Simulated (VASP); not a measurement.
## Ta3N: single point with LDA

Crystal: Ta3N.

```
Ta N
1.0
     3.07213    0.00000    0.00000
    -1.53606    2.66054    0.00000
     0.00000    0.00000    7.62315
Ta N
3 1
Direct
  0.66667 0.33333 0.82607
  0.33333 0.66667 0.17393
  0.00000 0.00000 0.50000
  0.00000 0.00000 0.00000
```

- Program: VASP 6.6.1
- Task: single point
- Functional: LDA
- Potentials or basis: VASP PAW LDA potentials, release 64 (Ta_pv, N)
- Cutoff: 520 eV
- k mesh: 10 × 10 × 4
- Occupations: fermi-dirac, width 0.05 eV
- Spin: no spin polarisation

```json
{"Pressure": "-20.4 GPa", "Largest force": "0.702 eV/Å", "Band gap on the k mesh": "zero (band 19 reaches 6.54 eV, above the bottom of band 20 at 5.91 eV)"}
```

Forces on the atoms (eV/Å):
```
Ta   0.000  0.000  0.702
Ta   0.000  0.000 -0.702
Ta   0.000  0.000  0.000
N    0.000  0.000  0.000
```

Stress tensor (GPa, compression positive):
```
-20.51   0.00   0.00
  0.00 -20.51   0.00
  0.00   0.00 -20.12
```

Levels at points of the mesh, in eV from the Fermi level:
```
           k point  band 15  band 16  band 17  band 18  band 19  band 20  band 21  band 22  band 23  band 24
(0.00, 0.00, 0.00)    -3.40    -1.31    -0.47    -0.47    -0.30     0.23     0.23     0.91     1.74     1.74
(0.50, 0.00, 0.00)    -3.59    -2.97    -1.09    -0.48     0.18     0.63     0.85     3.29     3.78     4.07
(0.00, 0.00, 0.50)    -3.62    -1.17    -1.07    -0.26    -0.26     0.49     0.49     1.17     1.18     1.18
(0.50, 0.00, 0.50)    -3.53    -2.76    -1.24    -1.18     0.15     0.89     1.16     2.25     4.13     4.18
```

It took 52 s on 1 thread of Intel(R) Xeon(R) Platinum 8488C (Sapphire Rapids), on a shared host, peak memory 0.2 GiB.

Caveat: spin-orbit coupling is left out, which moves the levels of the heavy elements.
